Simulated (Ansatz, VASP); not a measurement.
Ga in VASP and in Ansatz

```
Ga
1.0
    -1.39930    1.39930    2.22155
     1.39930   -1.39930    2.22155
     1.39930    1.39930   -2.22155
Ga
1
Direct
  0.00000 0.00000 0.00000
```

Change from the starting cell: volume scaled by 0.99, crystal datasets.

Alike in both runs: task electric field gradients; functional PBEsol; k mesh 16 × 16 × 16; occupations fermi-dirac, width 0.03 eV; no spin polarisation.

|  | VASP | Ansatz |
| --- | --- | --- |
| version | VASP 6.6.1 | Ansatz 0.2.0 |
| potentials or method | VASP PAW PBE potentials, release 64 (Ga_d), cutoff 520 eV | all-electron PAW with datasets made for the crystal, scalar-relativistic |

|  | VASP | Ansatz | Ansatz less VASP |
| --- | --- | --- | --- |
| pressure (GPa) | 1.3 | 1.3 | -0.05 |
| traceless stress, the component that is largest in VASP (GPa) | -0.57 | -0.57 | +0.004 |
| size of Vzz on the site where it differs most (V/Å²) | 21.4 | 22.7 | +1.27 |

VASP's potentials were made for PBE, not for PBEsol. Ansatz ran all-electron here, and VASP with PAW potentials.
